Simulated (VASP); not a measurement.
Write the native input for VASP 6.6.1 that does the following.

```
Task                               : single point
Functional                         : HSE06
Potentials or basis                : VASP PAW PBE potentials, release 64 (Ba_sv, Te)
Cutoff                             : 400 eV
k mesh                             : 4 × 4 × 4
Occupations                        : gaussian, width 0.01 eV
Spin                               : no spin polarisation
Dipole correction                  : no
Grid for exact exchange (PRECFOCK) : Normal
Further INCAR settings             : ALGO = Normal; EDIFF = 1e-06; NBANDS = 15
Share of exact exchange            : 0.25
Screening parameter                : 0.2079 1/Å
```

BaTe:

```
CELL_PARAMETERS angstrom
0.00000 3.53239 3.44054
3.53239 0.00000 3.44054
3.53239 3.53239 0.00000
ATOMIC_POSITIONS crystal
Ba 0.00000 0.00000 0.00000
Te 0.50000 0.50000 0.50000
```

This cell differs from its parent crystal: uniaxial z strain -2.6%.

One way to write it, as run:

POSCAR

```
BaTe
1.0
    0.0000000000      3.5323868441      3.4405447862
    3.5323868441      0.0000000000      3.4405447862
    3.5323868441      3.5323868441      0.0000000000
Ba Te
1 1
Direct
    0.0000000000      0.0000000000      0.0000000000
    0.5000000000      0.5000000000      0.5000000000
```

INCAR.step1

```
ALGO     = Normal         # electronic algorithm
EDIFF    = 1E-5           # SCF threshold, eV
ENCUT    = 400            # plane-wave cutoff, eV
GGA      = PE             # functional
GGA_COMPAT= False        
ISIF     = 2              # what is computed and relaxed
ISMEAR   = 0              # smearing method
LASPH    = True           # aspherical terms in the spheres
LREAL    = False          # projectors in reciprocal space
LWAVE    = True           # write WAVECAR
NBANDS   = 15             # bands
NELM     = 120            # most SCF steps
PREC     = Accurate       # precision mode
SIGMA    = 0.01           # smearing width, eV
```

INCAR.step2

```
ALGO     = Normal         # electronic algorithm
EDIFF    = 1E-6           # SCF threshold, eV
ENCUT    = 400            # plane-wave cutoff, eV
GGA      = PE             # functional
GGA_COMPAT= False        
HFSCREEN = 0.2079         # screening, 1/A
ISIF     = 2              # what is computed and relaxed
ISMEAR   = 0              # smearing method
ISTART   = 1            
LASPH    = True           # aspherical terms in the spheres
LCHARG   = True           # write CHGCAR
LELF     = True           # ELF
LHFCALC  = True           # exact exchange
LREAL    = False          # projectors in reciprocal space
LVHAR    = True         
LWAVE    = False          # write WAVECAR
NBANDS   = 15             # bands
NELM     = 120            # most SCF steps
PREC     = Accurate       # precision mode
PRECFOCK = Normal       
SIGMA    = 0.01           # smearing width, eV
```

KPOINTS

```
k-points
0
Gamma
  4 4 4
```

Potentials or basis: VASP PAW PBE potentials, release 64 (Ba_sv, Te).

The run is started by

```console
$ cat potpaw_PBE.64/Ba_sv/POTCAR potpaw_PBE.64/Te/POTCAR > POTCAR
$ cp INCAR.step1 INCAR
$ mpirun -np 1 vasp_std > vasp.out
$ cp INCAR.step2 INCAR
$ mpirun -np 1 vasp_std > vasp.out
```

Results of the run:

- Pressure: 0.9 GPa
- Band gap on the k mesh: 2.19 eV (least direct gap 2.62 eV)

Caveat: the cell differs from its parent crystal (uniaxial z strain -2.6%); the PAW data sets were made with another functional, which shifts forces and pressure a little; spin-orbit coupling is left out, which moves the levels of the heavy elements.

It took 26 min on 1 thread of Intel Xeon 8259CL (shared host), peak memory 0.31 GiB.
